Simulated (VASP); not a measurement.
Input of a VASP 6.6.1 run:

Contents of INCAR:

```
SYSTEM = CaF2
ALGO = Normal
EDIFF = 1E-6
EDIFFG = -0.01
ENCUT = 600
GGA = PS
IBRION = 2
ISIF = 3
ISMEAR = 0
KPAR = 2
LASPH = .True.
LCHARG = .False.
LREAL = .False.
LWAVE = .False.
NELM = 80
NSW = 90
PREC = Accurate
SIGMA = 0.03
```

KPOINTS

```
k-points
0
Gamma
  8 8 8
  0 0 0
```

File POSCAR:

```
CaF2
1.0
    0.0000000000      2.7310000000      2.7310000000
    2.7310000000      0.0000000000      2.7310000000
    2.7310000000      2.7310000000      0.0000000000
Ca F
1 2
Direct
    0.0000000000      0.0000000000      0.0000000000
    0.2500000000      0.2500000000      0.2500000000
    0.7500000000      0.7500000000      0.7500000000
```

Potentials or basis: VASP PAW PBE potentials, release 64 (Ca_sv, F).

Run with:

```console
$ cat potpaw_PBE.64/Ca_sv/POTCAR potpaw_PBE.64/F/POTCAR > POTCAR
$ mpirun -np 2 vasp_std > vasp.out
```

Q: What does it give for the space group after relaxing (to 0.1 Å)?

A: Fm-3m (No. 225).

Q: Estimate the band gap on the k mesh.

A: 7.21 eV (least direct gap 7.47 eV).

Q: What does it give for the relaxed volume?

A: 13.30 Å³/atom.

Q: What does it give for the relaxed cell?

A: a = 3.836 Å, b = 3.836 Å, c = 3.836 Å, α = 60.00°, β = 60.00°, γ = 60.00°.

Final structure:
```yaml
crystal:
  lattice:
    - [0.00000, 2.71232, 2.71232]
    - [2.71232, 0.00000, 2.71232]
    - [2.71232, 2.71232, 0.00000]
  atoms:
    - { symbol: Ca, position: [0.00000, 0.00000, 0.00000] }
    - { symbol: F, position: [0.25000, 0.25000, 0.25000] }
    - { symbol: F, position: [0.75000, 0.75000, 0.75000] }
```

Caveat: the PAW data sets were made with another functional, which shifts forces and pressure a little. A k mesh can miss the band edges.
